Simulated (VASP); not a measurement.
## KTaO3: relaxation of cell and atoms with PBEsol+D4

KTaO3:

```
Ta K O
1.0
     3.98830    0.00000    0.00000
     0.00000    3.98830    0.00000
     0.00000    0.00000    3.98830
Ta K O
1 1 3
Direct
  0.00000 0.00000 0.00000
  0.50000 0.50000 0.50000
  0.00000 0.00000 0.50000
  0.00000 0.50000 0.00000
  0.50000 0.00000 0.00000
```

```yaml
Program: VASP 6.6.1
Task: relaxation of cell and atoms
Functional: PBEsol
Dispersion: D4
Potentials_or_basis: VASP PAW PBE potentials, release 64 (Ta_pv, K_sv, O)
Cutoff: 600 eV
k_mesh: 7 × 7 × 7
Occupations: fermi-dirac, width 0.05 eV
Spin: no spin polarisation
Dipole_correction: no
Further_INCAR_settings: ALGO = Normal; EDIFF = 1e-07; IBRION = 2; EDIFFG = -0.01; NSW = 60; ISIF = 3
```

* Relaxed volume: 12.62 Å³/atom
* Relaxed cell: a = 3.981 Å, b = 3.981 Å, c = 3.981 Å, α = 90.00°, β = 90.00°, γ = 90.00°
* Space group after relaxing (to 0.1 Å): Pm-3m (No. 221)
* Energy gained by relaxing: 0.2 meV/atom
* Ionic steps: 3
* Pressure after relaxing: 0.0 GPa
* Band gap on the k mesh: 2.16 eV (least direct gap 2.72 eV)
* Dispersion energy per atom: -0.091 eV

Step by step:
| step | energy change (eV) | largest force (eV/Å) | pressure (GPa) | volume (Å³) |
| --- | --- | --- | --- | --- |
| 1 | 0.0000 | 0.0000 | -1.06 | 63.44 |
| 2 | 0.0009 | 0.0000 | 1.45 | 62.67 |
| 3 | -0.0011 | 0.0000 | 0.00 | 63.11 |

Final structure:
```
Ta K O
1.0
     3.98138    0.00000    0.00000
     0.00000    3.98138    0.00000
     0.00000    0.00000    3.98138
Ta K O
1 1 3
Cartesian
  0.0000 0.0000 0.0000
  1.9907 1.9907 1.9907
  0.0000 0.0000 1.9907
  0.0000 1.9907 0.0000
  1.9907 0.0000 0.0000
```

Levels at points of the mesh, in eV from the valence-band top:
```tsv
k point	band 17	band 18	band 19	band 20	band 21	band 22
(0.00, 0.00, 0.00)	-0.56	-0.56	-0.56	2.16	2.16	2.16
```

Run time: 40 s on 1 thread of AMD EPYC 9R45 96-Core Processor (Zen 5), with other jobs on the host, peak memory 0.17 GiB.

Caveat: the PAW data sets were made with another functional, which shifts forces and pressure a little; spin-orbit coupling is left out, which moves the levels of the heavy elements; an odd mesh through Γ misses points on the zone boundary, where band edges can lie.
